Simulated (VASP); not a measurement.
Write the native input for VASP 6.6.1 that does the following.

```yaml
Task: single point
Functional: PBE
Potentials_or_basis: VASP PAW PBE potentials, release 64 (Te, Pb_d)
Cutoff: 520 eV
k_mesh: 4 × 4 × 4
Occupations: gaussian, width 0.01 eV
Spin: no spin polarisation
Dipole_correction: no
Further_INCAR_settings: ALGO = Normal; EDIFF = 1e-06; NBANDS = 17
```

The structure of TePb lies in POSCAR:

```
TePb
1.0
    0.0000000000      3.2310000000      3.2310000000
    3.2310000000      0.0000000000      3.2310000000
    3.2310000000      3.2310000000      0.0000000000
Te Pb
1 1
Direct
    0.4993062457      0.5058937543      0.4953937543
    0.0077300000      0.9963300000      0.9980100000
```

These files were run (other wordings do the same):

INCAR

```
  PREC = Accurate
  ENCUT = 520
  EDIFF = 1E-6
  ISMEAR = 0
  SIGMA = 0.01
  LREAL = F
  LASPH = T
  NELM = 80
  ALGO = Normal
  ISIF = 2
  LWAVE = F
  LCHARG = T
  GGA = PE
  LELF = T
  LVHAR = T
  NBANDS = 17
```

KPOINTS

```
regular mesh
0
Gamma
  4 4 4
```

Potentials or basis: VASP PAW PBE potentials, release 64 (Te, Pb_d).

Command:

```console
$ cat potpaw_PBE.64/Te/POTCAR potpaw_PBE.64/Pb_d/POTCAR > POTCAR
$ mpirun -np 1 vasp_std > vasp.out
```

Results of the run:

- Pressure: 2.1 GPa
- Largest force: 0.007 eV/Å
- Band gap on the k mesh: 0.74 eV

Caveat: the k points lie up to 0.42 Å⁻¹ apart; spin-orbit coupling is left out, which moves the levels of the heavy elements.

It took 47 s on 1 thread of Intel Xeon 8259CL (shared host), peak memory 0.22 GiB.
